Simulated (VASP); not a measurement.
Write the native input for VASP 6.6.1 that does the following.

```yaml
Task: single point
Functional: PBE
Potentials_or_basis: VASP PAW PBE potentials, release 64 (I)
Cutoff: 520 eV
k_mesh: 5 × 5 × 5
Occupations: fermi-dirac, width 0.03 eV
Spin: no spin polarisation
Dipole_correction: no
Further_INCAR_settings: ALGO = Normal; EDIFF = 1e-06; NBANDS = 10
```

The structure of I lies in POSCAR:

```
I
1.0
    0.0000000000      2.3656004428      3.9098401324
    2.1922454667      0.0000000000      3.9098401324
    2.1922454667      2.3656004428      0.0000000000
I
1
Direct
    0.0000000000      0.0000000000      0.0000000000
```

One way to write it, as run:

INCAR

```
PREC = Accurate
ENCUT = 520
EDIFF = 1E-6
ISMEAR = -1
SIGMA = 0.03
LREAL = False
LASPH = True
NELM = 60
ALGO = Normal
ISIF = 2
LWAVE = False
LCHARG = False
GGA = PE
NBANDS = 10
```

KPOINTS

```
regular mesh
0
Gamma
  5 5 5
```

Potentials or basis: VASP PAW PBE potentials, release 64 (I).

Command:

```sh
$ cat potpaw_PBE.64/I/POTCAR > POTCAR
$ mpirun -np 1 vasp_std > vasp.out
```

Results of the run:

```
Pressure               : 0.4 GPa
Band gap on the k mesh : zero (an odd number of electrons rules out a gap without spin polarisation)
```

Caveat: the k points lie up to 0.42 Å⁻¹ apart, too coarse for converged energies and pressures of a metal; spin-orbit coupling is left out, which moves the levels of the heavy elements; an odd number of electrons without spin polarisation forces a metal; a magnetic or distorted state may lie lower.

Wall time 16 s on 1 thread of Intel Xeon 8259CL (shared host), peak memory 0.17 GiB.
